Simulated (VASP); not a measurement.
Here is a VASP 6.6.1 calculation.

Contents of INCAR:

```
SYSTEM = PbO2
ALGO = Normal ; EDIFF = 1E-6
ENCUT = 520 ; ISIF = 2
ISMEAR = -1 ; LASPH = .True.
LCHARG = .False. ; LREAL = .False.
LWAVE = .False. ; NBANDS = 20
NELM = 100 ; PREC = Accurate
SIGMA = 0.05
```

KPOINTS

```
k-points
0
Gamma
  9 9 9
  0 0 0
```

File POSCAR:

```
PbO2
1.0
    0.0000000000      2.7019920000      2.7019920000
    2.7019920000      0.0000000000      2.7019920000
    2.7019920000      2.7019920000      0.0000000000
Pb O
1 2
Direct
    0.0000000000      0.0000000000      0.0000000000
    0.7500000000      0.7500000000      0.7500000000
    0.2500000000      0.2500000000      0.2500000000
```

Potentials or basis: VASP PAW LDA potentials, release 64 (Pb_d, O).

Launch:

```console
$ cat potpaw_LDA.64/Pb_d/POTCAR potpaw_LDA.64/O/POTCAR > POTCAR
$ mpirun -np 1 vasp_std > vasp.out
```

Predict the band gap on the k mesh.

zero (band 13 reaches 5.29 eV, above the bottom of band 14 at 4.11 eV).

Predict the pressure.

-9.8 GPa.

Caveat: spin-orbit coupling is left out, which moves the levels of the heavy elements.
